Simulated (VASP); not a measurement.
The system is Bi3O.

```xyz
4
Lattice="4.8757 0.0000 0.0000 0.0000 4.8757 0.0000 0.0000 0.0000 4.5687" Properties=species:S:1:pos:R:3 pbc="T T T"
Bi    0.0000    0.0000    2.2843
Bi    2.4378    0.0000    0.0000
Bi    0.0000    2.4378    0.0000
O     2.4378    2.4378    0.0000
```

The cell was generated, and may not be a known phase.

| Item | Value |
| --- | --- |
| Program | VASP 6.6.1 |
| Task | relaxation of cell and atoms |
| Functional | PBE |
| Potentials or basis | VASP PAW PBE potentials, release 64 (Bi_d, O) |
| Cutoff | 600 eV |
| k mesh | 4 × 4 × 4 |
| Occupations | gaussian, width 0.1 eV |
| Spin | no spin polarisation |

At the start: pressure 1.5 GPa; volume 27.15 Å³/atom.

**Question.** How do energy, volume and symmetry change on relaxing?

**Answer.** Over 3 steps the energy falls by 2.8 meV/atom and the volume is 27.75 Å³/atom (+2.2 %); space group P4/mmm (No. 123, to 0.1 Å) before and after.

Step by step:
```tsv
step	energy change (eV)	largest force (eV/Å)	pressure (GPa)	volume (Å³)
1	0.0000	0.0000	1.46	108.61
2	-0.0069	0.0000	-0.83	112.53
3	-0.0112	0.0000	0.01	111.01
```

Final structure:
```cif
data_structure
_symmetry_space_group_name_H-M 'P 1'
_symmetry_Int_Tables_number 1
_cell_length_a 4.9167
_cell_length_b 4.9167
_cell_length_c 4.5920
_cell_angle_alpha 90.000
_cell_angle_beta 90.000
_cell_angle_gamma 90.000
_cell_volume 111.01
loop_
_atom_site_label
_atom_site_type_symbol
_atom_site_fract_x
_atom_site_fract_y
_atom_site_fract_z
_atom_site_occupancy
Bi1 Bi 0.00000 0.00000 0.50000 1
Bi2 Bi 0.50000 0.00000 0.00000 1
Bi3 Bi 0.00000 0.50000 0.00000 1
O1 O 0.50000 0.50000 0.00000 1
```
